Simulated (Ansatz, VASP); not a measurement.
# Ir in VASP and in Ansatz

```
CELL_PARAMETERS angstrom
0.00000 1.90609 1.90609
1.90609 0.00000 1.90609
1.90609 1.90609 0.00000
ATOMIC_POSITIONS crystal
Ir 0.00000 0.00000 0.00000
```

Alike in both runs: task single point; functional LDA; k mesh 14 × 14 × 14; no spin polarisation.

|  | VASP | Ansatz |
| --- | --- | --- |
| version | VASP 6.6.1 | Ansatz 0.2.0 |
| potentials or method | VASP PAW LDA potentials, release 64 (Ir), cutoff 520 eV | plane waves (420 eV) with PAW, scalar-relativistic |
| occupations | methfessel-paxton of order 1, width 0.2 eV | cold, width 0.2 eV |
| valence electrons in the cell | 9 | 17 |

Ansatz gave:

```
pressure (GPa) : -0.2
```

Task: Which values does VASP return?

Result: Pressure (GPa): 2.4.

Ansatz warns that its potentials were made for another functional, while VASP's fit it. LDA's correlation is that of Perdew and Zunger in VASP and of Perdew and Wang (1992) in Ansatz. VASP's potentials hold 9 valence electrons a cell and Ansatz's 17, so a difference there can come from the potentials and not from the codes.

Neither program's run includes spin-orbit coupling.
